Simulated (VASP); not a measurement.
# Ti in VASP: single point with LDA

Aim: the single point of Ti with LDA.

Program: VASP 6.6.1. These are calculated values, not measurements. Logs are shortened: lines on timing, memory, paths and dates and some standing lists are left out, and cuts for length are marked.

### Step 1. The cell of the first run

The cell holds a slab with vacuum, 12 atoms: a = 4.957 Å, b = 4.957 Å, c = 27.378 Å, α = 90.00°, β = 90.00°, γ = 120.00°.

### Step 2. Single point, LDA

File INCAR:

```
PREC     = Accurate       # precision mode
ENCUT    = 400            # plane-wave cutoff, eV
EDIFF    = 1E-6           # SCF threshold, eV
ISMEAR   = 1              # smearing method
SIGMA    = 0.1            # smearing width, eV
LREAL    = F              # projectors in reciprocal space
LASPH    = T              # aspherical terms in the spheres
NELM     = 120            # most SCF steps
ALGO     = Normal         # electronic algorithm
ISIF     = 2              # what is computed and relaxed
LWAVE    = F              # write WAVECAR
LCHARG   = T              # write CHGCAR
LDIPOL   = T            
IDIPOL   = 3            
DIPOL    = 0.5 0.5 0.340
GGA      = CA             # functional
LELF     = T              # ELF
LVHAR    = T            
LVACPOTAV= T            
NBANDS   = 84             # bands
GGA_COMPAT= F            
NELMDL   = -8
```

File KPOINTS:

```
Automatic mesh
0
Gamma
  9 9 1
```

File POSCAR:

```
Ti
1.0
   -0.0000000285      4.9574646612      0.0000000000
   -4.2932903207     -2.4787323553      0.0000000000
    0.0000000000      0.0000000000     27.3778051051
Ti
12
Direct
    0.6666666667      0.6666666667      0.2191556254
    0.3333333333      1.0000000000      0.2191556254
    1.0000000000      0.3333333333      0.2191556254
    0.3333333333      0.3333333333      0.2962708042
    0.0000000000      0.6666666667      0.2960764590
    0.6666666667      0.0000000000      0.2962829508
    0.6695985294      0.6746825956      0.3820865601
    0.3384173995      0.9970681372      0.3820865601
    0.9919840711      0.3282492672      0.3820865601
    0.3333333333      0.3333333333      0.4617889707
    0.0000000000      0.6666666667      0.4630354220
    0.6666666667      0.0000000000      0.4646381716
```

Potentials or basis: VASP PAW LDA potentials, release 64 (Ti_sv).

Run with:

```console
$ cat potpaw_LDA.64/Ti_sv/POTCAR > POTCAR
$ mpirun -np 1 vasp_std > vasp.out
```

OUTCAR:

```text
PREC = Accurate
   ENCUT = 400
   EDIFF = 1E-6
   ISMEAR = 1
   LREAL = F
   LASPH = T
   NELM = 120
   ISIF = 2
   GGA = CA
   NELMDL = -8

 ion  position               nearest neighbor table
   1  0.667  0.667  0.219-   5 2.68   4 2.68   6 2.68   3 2.86   2 2.86   2 2.86   3 2.86   3 2.86
                             2 2.86
   2  0.333  0.000  0.219-   5 2.68   4 2.68   6 2.68   1 2.86   3 2.86   3 2.86   1 2.86   3 2.86
                             1 2.86
   3  0.000  0.333  0.219-   5 2.68   4 2.68   6 2.68   1 2.86   2 2.86   2 2.86   2 2.86   1 2.86
                             1 2.86
   4  0.333  0.333  0.296-   2 2.68   3 2.68   1 2.68   6 2.86   6 2.86   6 2.86   5 2.86   5 2.86
                             5 2.86   9 2.89   7 2.89   8 2.89
   5  0.000  0.667  0.296-   2 2.68   1 2.68   3 2.68   4 2.86   4 2.86   4 2.86   6 2.86   6 2.86
                             6 2.86   8 2.88   9 2.88   7 2.88
   6  0.667  0.000  0.296-   3 2.68   1 2.68   2 2.68   7 2.85   9 2.85   8 2.85   4 2.86   4 2.86
                             4 2.86   5 2.86   5 2.86   5 2.86
   7  0.670  0.675  0.382-  10 2.75  11 2.77  12 2.78   8 2.81   9 2.81   6 2.85   9 2.87   8 2.87
                             5 2.88   4 2.89   9 2.91   8 2.91
   8  0.338  0.997  0.382-  10 2.75  11 2.77  12 2.78   7 2.81   9 2.81   6 2.85   9 2.87   7 2.87
                             5 2.88   4 2.89   7 2.91   9 2.91
   9  0.992  0.328  0.382-  10 2.75  11 2.77  12 2.78   7 2.81   8 2.81   6 2.85   8 2.87   7 2.87
                             5 2.88   4 2.89   7 2.91   8 2.91
  10  0.333  0.333  0.462-   9 2.75   7 2.75   8 2.75  11 2.86  11 2.86  11 2.86  12 2.86  12 2.86
                            12 2.86
  11  0.000  0.667  0.463-   8 2.77   9 2.77   7 2.77  10 2.86  10 2.86  10 2.86  12 2.86  12 2.86
                            12 2.86
  12  0.667  0.000  0.465-   7 2.78   9 2.78   8 2.78  11 2.86  11 2.86  11 2.86  10 2.86  10 2.86
                            10 2.86

  LATTYP: Found a hexagonal cell.
 ALAT       =     4.9574646612
 C/A-ratio  =     5.5225416571

  Lattice vectors:

 A1 = (  -0.0000000285,   4.9574646612,   0.0000000000)
 A2 = (  -4.2932903207,  -2.4787323553,   0.0000000000)
 A3 = (   0.0000000000,   0.0000000000,  27.3778051051)

Analysis of symmetry for initial positions (statically):
=====================================================================
 Subroutine PRICEL returns:
 Original cell was already a primitive cell.

 Routine SETGRP: Setting up the symmetry group for a
 hexagonal supercell.

 Subroutine GETGRP returns: Found  3 space group operations
 (whereof  1 operations were pure point group operations)
 out of a pool of 24 trial point group operations.

[... 146 lines left out ...]
     AMIX_MAG =   1.60;   BMIX_MAG =  1.00
  volume/ion in A,a.u.               =      48.56       327.69
  Fermi-wavevector in a.u.,A,eV,Ry     =   1.027337  1.941385 14.359872  1.055421
  Thomas-Fermi vector in A             =   2.161276
   LORBIT       =      0    0 simple, 1 ext, 2 COOP (PROOUT), +10 PAW based schemes
   GGA     = CA    functional components
   LHFCALC =     F    Hartree Fock is set to
   AEXX    =    0.0000 exact exchange contribution
   IVDW    =     0    specifies the selected vdW correction
   LEPSILON=     F    determine dielectric tensor
   LRPA    =     F    only Hartree local field effects (RPA)
 non-spin polarized calculation
 Methfessel and Paxton  Order N= 1 SIGMA  =   0.10
  energy-cutoff  :      400.00
  volume of cell :      582.70
 maximum number of plane-waves:     10616
   NGX = 17   NGY = 17   NGZ = 89

 dipolmoment           0.000000      0.000000     -0.046594 electrons x Angstroem

 number of electron     144.0000022 magnetization

 dipolmoment           0.000000      0.000000      0.008009 electrons x Angstroem

 Free energy of the ion-electron system (eV)
  ---------------------------------------------------
  ext. energy  EPLUGINS =         0.00000000
  ---------------------------------------------------
  free energy    TOTEN  =       -96.48052413 eV

  energy without entropy =      -96.48040440  energy(sigma->0) =      -96.48048422

 E-fermi :  -0.0833     XC(G=0):  -4.8251

 val. band max:       -0.0938708117   @ k =   0.2222   0.2222   0.0000
 cond. band min:      -0.0755400093   @ k =   0.3333   0.3333   0.0000
 fundamental gap:      0.0183308024
 Fermi energy:        -0.0833024900

 k-point     1 :       0.0000    0.0000    0.0000
  band No.  band energies     occupation
      1     -56.2294      2.00000
      2     -56.1825      2.00000
      3     -56.1098      2.00000
      4     -56.0803      2.00000
      5     -56.0386      2.00000
      6     -56.0386      2.00000
[... 1294 lines left out ...]
     83       0.7987     -0.00000
     84       0.8007     -0.00000

------------------------ aborting loop because EDIFF is reached ----------------------------------------

  FORCE on cell =-STRESS in cart. coord.  units (eV):
  Direction    XX          YY          ZZ          XY          YZ          ZX
  --------------------------------------------------------------------------------------
  -------------------------------------------------------------------------------------
  Total       -4.4553434     -4.4553434     -4.2962262     -0.0000003     -0.0000000      0.0000000
  in kB      -12.2502019    -12.2502019    -11.8127009     -0.0000008     -0.0000000      0.0000000
  external PRESSURE =     -12.1043683 kB  Pullay stress =       0.0000000 kB

 VOLUME and BASIS-vectors are now :
 -----------------------------------------------------------------------------
  energy-cutoff  :      400.00
  volume of cell :      582.70
      direct lattice vectors                 reciprocal lattice vectors
    -0.000000029  4.957464661  0.000000000    -0.116460795  0.201716011  0.000000000
    -4.293290321 -2.478732355  0.000000000    -0.232921587 -0.000000001  0.000000000
     0.000000000  0.000000000 27.377805105     0.000000000  0.000000000  0.036525938

 POSITION                                       TOTAL-FORCE (eV/Angst)
 -----------------------------------------------------------------------------------
     -2.86219      1.65249      6.00000         0.000585     -0.011874     -0.028307
     -0.00000      1.65249      6.00000        -0.010575      0.005431     -0.028307
     -1.43110     -0.82624      6.00000         0.009991      0.006443     -0.028307
     -1.43110      0.82624      8.11124        -0.000000      0.000000      0.039901
     -2.86219     -1.65249      8.10592        -0.000000      0.000000      0.049143
     -0.00000      3.30498      8.11158        -0.000000      0.000000     -0.020042
     -2.89661      1.64715     10.46069         0.002037      0.015057      0.490204
     -4.28070     -0.79377     10.46069         0.012021     -0.009292      0.490204
     -1.40927      4.10408     10.46069        -0.014058     -0.005764      0.490204
     -1.43110      0.82624     12.64277        -0.000000      0.000000     -0.534363
     -2.86219     -1.65249     12.67689        -0.000000      0.000000     -0.516424
     -0.00000      3.30498     12.72077        -0.000000      0.000000     -0.403904
 -----------------------------------------------------------------------------------
    total drift:                                0.000009      0.000097     -0.004335

  FREE ENERGIE OF THE ION-ELECTRON SYSTEM (eV)
  ---------------------------------------------------
  free  energy   TOTEN  =       -96.4805241330 eV

  energy  without entropy=      -96.4804044044  energy(sigma->0) =      -96.48048422

 vacuum level on the upper side and lower side of the slab         4.686         4.617
```

stdout:

```text
POSCAR found type information on POSCAR Ti
 POSCAR found :  1 types and      12 ions
 scaLAPACK will be used
 LDA part: xc-table for (Slater(with rela. corr.)+CA(PZ))
 , standard interpolation
 POSCAR, INCAR and KPOINTS ok, starting setup
 FFT: planning ... GRIDC
 FFT: planning ... GRID_SOFT
 FFT: planning ... GRID
 WAVECAR not read
 entering main loop
 -----------------------------------------------------------------------------
|                                                                             |
|           W    W    AA    RRRRR   N    N  II  N    N   GGGG   !!!           |
|           W    W   A  A   R    R  NN   N  II  NN   N  G    G  !!!           |
|           W    W  A    A  R    R  N N  N  II  N N  N  G       !!!           |
|           W WW W  AAAAAA  RRRRR   N  N N  II  N  N N  G  GGG   !            |
|           WW  WW  A    A  R   R   N   NN  II  N   NN  G    G                |
|           W    W  A    A  R    R  N    N  II  N    N   GGGG   !!!           |
|                                                                             |
|     Did not find any points to average over, which means that no vacuum     |
|     field-free region was found. Please increase the size of  your cell     |
|     in the dimension of the dipole correction to obtain accurate            |
|     workfunction values.                                                    |
|                                                                             |
 -----------------------------------------------------------------------------
```

It took 70 min on 1 thread of Intel Xeon 8259CL, shared host; peak memory 0.55 GiB.

Results:

| Quantity | Value |
| --- | --- |
| Free energy | -96.4805 eV |
| Largest force | 0.534 eV/Å |
| Band gap on the k mesh | zero (bands 72 and 73 overlap by 0.30 eV) |

Forces on the atoms (eV/Å):
```
Ti   0.001 -0.012 -0.028
Ti  -0.011  0.005 -0.028
Ti   0.010  0.006 -0.028
Ti   0.000  0.000  0.040
Ti   0.000  0.000  0.049
Ti   0.000  0.000 -0.020
Ti   0.002  0.015  0.490
Ti   0.012 -0.009  0.490
Ti  -0.014 -0.006  0.490
Ti   0.000  0.000 -0.534
Ti   0.000  0.000 -0.516
Ti   0.000  0.000 -0.404
```
